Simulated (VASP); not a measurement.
# SnSe (Fm-3m) in VASP: further runs, part 2 of 2

VASP 6.6.1.

## (3) Vibrations by perturbation theory, PBEsol

This run uses another cell than the first one, of 21.73 Å³/atom.

Input file INCAR:

```
SYSTEM = SnSe
PREC = Accurate ; ENCUT = 520
EDIFF = 1E-8 ; ISMEAR = 0
SIGMA = 0.01 ; LREAL = .FALSE.
LASPH = .TRUE. ; NELM = 80
ALGO = Normal ; ISIF = 2
LWAVE = .FALSE. ; LCHARG = .FALSE.
GGA = PS ; IBRION = 8
NSW = 1
```

Input file KPOINTS:

```
regular mesh
0
G
  12 12 12
  0 0 0
```

Input file POSCAR:

```
SnSe
1.0
    0.0000000000      2.7906202277      2.7906202277
    2.7906202277      0.0000000000      2.7906202277
    2.7906202277      2.7906202277      0.0000000000
Sn Se
1 1
Direct
    0.0000000000      0.0000000000      0.0000000000
    0.5000000000      0.5000000000      0.5000000000
```

Potentials or basis: VASP PAW PBE potentials, release 64 (Sn_d, Se).

The run is started by

```bash
$ cat potpaw_PBE.64/Sn_d/POTCAR potpaw_PBE.64/Se/POTCAR > POTCAR
$ mpirun -np 1 vasp_std > vasp.out
```

OUTCAR:

```text
SYSTEM = SnSe
   PREC = Accurate
   ENCUT = 520
   EDIFF = 1E-8
   ISMEAR = 0
   LREAL = .FALSE.
   LASPH = .TRUE.
   NELM = 80
   ISIF = 2
   GGA = PS
   IBRION = 8
   NSW = 1

 ion  position               nearest neighbor table
   1  0.000  0.000  0.000-   2 2.79   2 2.79   2 2.79   2 2.79   2 2.79   2 2.79
   2  0.500  0.500  0.500-   1 2.79   1 2.79   1 2.79   1 2.79   1 2.79   1 2.79

  LATTYP: Found a face centered cubic cell.
 ALAT       =     5.5812404554

  Lattice vectors:

 A1 = (   0.0000000000,   2.7906202277,   2.7906202277)
 A2 = (   2.7906202277,   0.0000000000,   2.7906202277)
 A3 = (   2.7906202277,   2.7906202277,   0.0000000000)

Analysis of symmetry for initial positions (statically):
=====================================================================
 Subroutine PRICEL returns:
 Original cell was already a primitive cell.

[... 637 lines left out ...]

------------------------ aborting loop because EDIFF is reached ----------------------------------------

 INTERNAL STRAIN TENSOR  FOR ION    2  DIRECTION 1   (eV/Angst):
 -----------------------------------------------------------------------------
    -0.01782 -0.00000  0.00000
     0.00000  0.00765  0.00000
     0.00000  0.00000  0.00765

 INTERNAL STRAIN TENSOR FOR ION    2 for displacements in x,y,z  (eV/Angst):
          X           Y           Z          XY          YZ          ZX
  --------------------------------------------------------------------------------
  x     0.00000     0.00000     0.00000     0.00000     0.00000     0.00000
  y     0.00000     0.00000     0.00000     0.00000     0.00000     0.00000
  z     0.00000     0.00000     0.00000     0.00000     0.00000     0.00000

 SECOND DERIVATIVES (NOT SYMMETRIZED)
 ------------------------------------
               1X          1Y          1Z          2X          2Y          2Z
  1X    -3.020659    0.000000    0.000000    3.020659    0.000000    0.000000
  1Y     0.000000   -3.020659    0.000000    0.000000    3.020659    0.000000
  1Z     0.000000    0.000000   -3.020659    0.000000    0.000000    3.020659
  2X     3.006815    0.000000    0.000000   -3.006815    0.000000    0.000000
  2Y     0.000000    3.006815    0.000000    0.000000   -3.006815    0.000000
  2Z     0.000000    0.000000    3.006815    0.000000    0.000000   -3.006815

 Eigenvectors and eigenvalues of the dynamical matrix
 ----------------------------------------------------

   1 f  =    3.940275 THz    24.757478 2PiTHz  131.433427 cm-1    16.295661 meV
             X         Y         Z           dx          dy          dz
      0.000000  0.000000  0.000000     0.632895   -0.000000   -0.000000
      2.790620  2.790620  2.790620    -0.774237    0.000000    0.000000
[... 21 lines left out ...]
   6 f/i=    0.004434 THz     0.027863 2PiTHz    0.147918 cm-1     0.018339 meV
             X         Y         Z           dx          dy          dz
      0.000000  0.000000  0.000000     0.088135   -0.769205    0.000000
      2.790620  2.790620  2.790620     0.072046   -0.628781    0.000000

--------------------------------------------------------------------------------------------------------

 ELASTIC MODULI CONTR FROM IONIC RELAXATION (kBar)
 Direction    XX          YY          ZZ          XY          YZ          ZX
 --------------------------------------------------------------------------------
 XX           0.0000      0.0000      0.0000      0.0000      0.0000      0.0000
 YY           0.0000      0.0000      0.0000      0.0000      0.0000      0.0000
 ZZ           0.0000      0.0000      0.0000      0.0000      0.0000      0.0000
 XY           0.0000      0.0000      0.0000      0.0000      0.0000      0.0000
 YZ           0.0000      0.0000      0.0000      0.0000      0.0000      0.0000
 ZX           0.0000      0.0000      0.0000      0.0000      0.0000      0.0000
 --------------------------------------------------------------------------------
```

OSZICAR:

```text
N       E                     dE             d eps       ncg     rms          rms(c)
DAV:   1     0.131377448522E+03    0.13138E+03   -0.10153E+04  2058   0.192E+03
DAV:   2     0.252293763196E+01   -0.12885E+03   -0.12627E+03  2148   0.403E+02
DAV:   3    -0.843215171232E+01   -0.10955E+02   -0.10897E+02  2610   0.103E+02
DAV:   4    -0.867377814335E+01   -0.24163E+00   -0.24155E+00  2234   0.167E+01
[... 42 lines left out ...]
RMM:   9    -0.815311585380E-01    0.25974E-06    0.13323E-07  8827   0.173E-04    0.231E-05
RMM:  10    -0.815310918104E-01    0.66728E-07    0.95694E-08  8917   0.787E-05    0.595E-06
RMM:  11    -0.815311166892E-01   -0.24879E-07   -0.98173E-08  8992   0.497E-05    0.320E-06
RMM:  12    -0.815311201772E-01   -0.34880E-08   -0.16248E-08  6774   0.402E-05    0.948E-07
 Linear response finished
```

Run time: 6.4 min. Hardware: 1 thread of Intel Xeon Platinum 8375C at 2.90GHz (Ice Lake), shared host; peak memory 0.38 GiB.

What came out:

| Property | Result |
| --- | --- |
| Highest phonon frequency at Γ, LO-TO splitting left out | 131 cm⁻¹ |

Phonon frequencies in cm⁻¹ (negative: imaginary):
```csv
q point,frequencies
"(0.000, 0.000, 0.000)",0 0 0 131 131 131
```

Caveat: the cell stands under pressure or tension, which shifts response properties; the PAW data sets were made with another functional, which shifts forces and pressure a little; spin-orbit coupling is left out, which moves the levels of the heavy elements.

## (4) Vibrations by perturbation theory, PBEsol

This run uses another cell than the first one, of 19.69 Å³/atom.

Input file INCAR:

```
PREC     = Accurate       # precision mode
ENCUT    = 520            # plane-wave cutoff, eV
EDIFF    = 1E-8           # SCF threshold, eV
ISMEAR   = 0              # smearing method
SIGMA    = 0.01           # smearing width, eV
LREAL    = False          # projectors in reciprocal space
LASPH    = True           # aspherical terms in the spheres
NELM     = 80             # most SCF steps
ALGO     = Normal         # electronic algorithm
ISIF     = 2              # what is computed and relaxed
LWAVE    = False          # write WAVECAR
LCHARG   = False          # write CHGCAR
GGA      = PS             # functional
NBANDS   = 17             # bands
IBRION   = 8              # ionic algorithm
NSW      = 1              # ionic steps
```

Input file KPOINTS:

```
regular mesh
0
Gamma
  12 12 12
```

Input file POSCAR:

```
SnSe
1.0
    0.0000000000      2.7001021016      2.7001021016
    2.7001021016      0.0000000000      2.7001021016
    2.7001021016      2.7001021016      0.0000000000
Sn Se
1 1
Direct
    0.0000000000      0.0000000000      0.0000000000
    0.5000000000      0.5000000000      0.5000000000
```

Potentials or basis: VASP PAW PBE potentials, release 64 (Sn_d, Se).

The run is started by

```bash
$ cat potpaw_PBE.64/Sn_d/POTCAR potpaw_PBE.64/Se/POTCAR > POTCAR
$ mpirun -np 1 vasp_std > vasp.out
```

OUTCAR:

```text
PREC = Accurate
   ENCUT = 520
   EDIFF = 1E-8
   ISMEAR = 0
   LREAL = False
   LASPH = True
   NELM = 80
   ISIF = 2
   GGA = PS
   IBRION = 8
   NSW = 1

 ion  position               nearest neighbor table
   1  0.000  0.000  0.000-   2 2.70   2 2.70   2 2.70   2 2.70   2 2.70   2 2.70
   2  0.500  0.500  0.500-   1 2.70   1 2.70   1 2.70   1 2.70   1 2.70   1 2.70

  LATTYP: Found a face centered cubic cell.
 ALAT       =     5.4002042032

  Lattice vectors:
[... 736 lines left out ...]
               1X          1Y          1Z          2X          2Y          2Z
  1X    -5.127896    0.000000    0.000000    5.127896    0.000000    0.000000
  1Y     0.000000   -5.127896    0.000000    0.000000    5.127896    0.000000
  1Z     0.000000    0.000000   -5.127896    0.000000    0.000000    5.127896
  2X     5.140517    0.000000    0.000000   -5.140517    0.000000    0.000000
  2Y     0.000000    5.140517    0.000000    0.000000   -5.140517    0.000000
  2Z     0.000000    0.000000    5.140517    0.000000    0.000000   -5.140517

 Eigenvectors and eigenvalues of the dynamical matrix
 ----------------------------------------------------

   1 f  =    5.144750 THz    32.325418 2PiTHz  171.610388 cm-1    21.276967 meV
             X         Y         Z           dx          dy          dz
      0.000000  0.000000  0.000000    -0.059874   -0.123525   -0.616458
      2.700102  2.700102  2.700102     0.073504    0.151645    0.756794
[... 21 lines left out ...]
   6 f/i=    0.003096 THz     0.019455 2PiTHz    0.103284 cm-1     0.012806 meV
             X         Y         Z           dx          dy          dz
      0.000000  0.000000  0.000000     0.541775   -0.552212   -0.051747
      2.700102  2.700102  2.700102     0.441311   -0.449813   -0.042151

--------------------------------------------------------------------------------------------------------

 ELASTIC MODULI CONTR FROM IONIC RELAXATION (kBar)
 Direction    XX          YY          ZZ          XY          YZ          ZX
 --------------------------------------------------------------------------------
 XX           0.0000      0.0000      0.0000      0.0000      0.0000      0.0000
 YY           0.0000      0.0000      0.0000      0.0000      0.0000      0.0000
 ZZ           0.0000      0.0000      0.0000      0.0000      0.0000      0.0000
 XY           0.0000      0.0000      0.0000      0.0000      0.0000      0.0000
 YZ           0.0000      0.0000      0.0000      0.0000      0.0000      0.0000
 ZX           0.0000      0.0000      0.0000      0.0000      0.0000      0.0000
 --------------------------------------------------------------------------------
```

OSZICAR:

```text
N       E                     dE             d eps       ncg     rms          rms(c)
DAV:   1     0.133670563934E+03    0.13367E+03   -0.10026E+04  2514   0.164E+03
DAV:   2     0.337201146106E+01   -0.13030E+03   -0.12626E+03  2648   0.364E+02
DAV:   3    -0.783347128684E+01   -0.11205E+02   -0.11043E+02  2956   0.912E+01
DAV:   4    -0.808997310327E+01   -0.25650E+00   -0.25632E+00  3007   0.140E+01
[... 50 lines left out ...]
RMM:  11    -0.804299984250E-01    0.16723E-07    0.52077E-07 11845   0.240E-04    0.159E-06
RMM:  12    -0.804300011488E-01   -0.27237E-08    0.45164E-07  9734   0.224E-04    0.560E-07
RMM:  13    -0.804300013668E-01   -0.21798E-09    0.42409E-07  8032   0.220E-04    0.165E-07
RMM:  14    -0.804300021628E-01   -0.79608E-09    0.44721E-07  7141   0.218E-04    0.535E-08
 Linear response finished
```

It took 13 min on 1 thread of Intel Xeon 8259CL, shared host; peak memory 0.38 GiB.

What came out:

```
Highest phonon frequency at Γ, LO-TO splitting left out : 172 cm⁻¹
```

Phonon frequencies in cm⁻¹ (negative: imaginary):
| q point | frequencies |
| --- | --- |
| (0.000, 0.000, 0.000) | 0 0 0 172 172 172 |

Caveat: the cell stands under pressure or tension, which shifts response properties; the PAW data sets were made with another functional, which shifts forces and pressure a little; spin-orbit coupling is left out, which moves the levels of the heavy elements.
